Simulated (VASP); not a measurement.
Input of a VASP 6.6.1 run:

INCAR

```
SYSTEM = AlCu3
PREC = Accurate ; ENCUT = 520
EDIFF = 1E-6 ; ISMEAR = -1
SIGMA = 0.05 ; LREAL = .FALSE.
LASPH = .TRUE. ; NELM = 60
ALGO = Normal ; ISIF = 2
LWAVE = .FALSE. ; LCHARG = .FALSE.
GGA = PS ; NBANDS = 26
```

KPOINTS

```
Automatic mesh
0
G
  7 7 7
  0 0 0
```

Contents of POSCAR:

```
AlCu3
1.0
    3.6373766700      0.0000000000      0.0000000000
    0.0000000000      3.6373766700      0.0000000000
    0.0000000000      0.0000000000      3.6373766700
Cu Al
3 1
Direct
    0.0000000000      0.5000000000      0.5000000000
    0.5000000000      0.0000000000      0.5000000000
    0.5000000000      0.5000000000      0.0000000000
    0.0000000000      0.0000000000      0.0000000000
```

Potentials or basis: VASP PAW PBE potentials, release 64 (Cu, Al).

Launch:

```console
$ cat potpaw_PBE.64/Cu/POTCAR potpaw_PBE.64/Al/POTCAR > POTCAR
$ mpirun -np 1 vasp_std > vasp.out
```

(1) Predict the band gap on the k mesh.

(2) Estimate the pressure.

Answers

(1) zero (band 18 reaches 11.54 eV, above the bottom of band 19 at 6.95 eV).

(2) -0.3 GPa.

Caveat: the PAW data sets were made with another functional, which shifts forces and pressure a little.
